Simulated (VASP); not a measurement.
Write the native input for VASP 6.6.1 that does the following.

* Task: electric field gradients
* Functional: PBEsol
* Potentials or basis: VASP PAW PBE potentials, release 64 (B)
* Cutoff: 420 eV
* k mesh: 6 × 6 × 6
* Occupations: gaussian, width 0.01 eV
* Spin: no spin polarisation
* Dipole correction: no
* Further INCAR settings: ALGO = Normal; EDIFF = 1e-08; NBANDS = 30

The structure of B lies in POSCAR:

```
B
1.0
    2.4589500000      1.4196754444      4.1935000000
   -2.4589500000      1.4196754444      4.1935000000
    0.0000000000     -2.8393508888      4.1935000000
B
12
Direct
    0.0101900000      0.6536100000      0.0101900000
    0.0101900000      0.0101900000      0.6536100000
    0.6536100000      0.0101900000      0.0101900000
    0.9898100000      0.3463900000      0.9898100000
    0.3463900000      0.9898100000      0.9898100000
    0.9898100000      0.9898100000      0.3463900000
    0.2211800000      0.6306000000      0.2211800000
    0.2211800000      0.2211800000      0.6306000000
    0.6306000000      0.2211800000      0.2211800000
    0.7788200000      0.3694000000      0.7788200000
    0.3694000000      0.7788200000      0.7788200000
    0.7788200000      0.7788200000      0.3694000000
```

The input as run:

INCAR

```
PREC = Accurate ; ENCUT = 420
EDIFF = 1E-8 ; ISMEAR = 0
SIGMA = 0.01 ; LREAL = False
LASPH = True ; NELM = 120
ALGO = Normal ; ISIF = 2
LWAVE = False ; LCHARG = False
GGA = PS ; LEFG = True
NBANDS = 30 ; GGA_COMPAT = False
```

KPOINTS

```
regular mesh
0
Gamma
  6 6 6
```

Potentials or basis: VASP PAW PBE potentials, release 64 (B).

The run is started by

```bash
$ cat potpaw_PBE.64/B/POTCAR > POTCAR
$ mpirun -np 1 vasp_std > vasp.out
```

It gave:

* Pressure: -4.8 GPa
* Largest force: 0.195 eV/Å
* Band gap on the k mesh: 1.40 eV, indirect (least direct gap 1.76 eV)

Caveat: without QUAD_EFG the Cq values of the log hold for a quadrupole moment of 1 mb, not for the nuclei; the PAW data sets were made with another functional, which shifts forces and pressure a little.

Run time: 57 s on 1 thread of Intel(R) Xeon(R) Platinum 8488C (Sapphire Rapids) (shared host), peak memory 0.2 GiB.
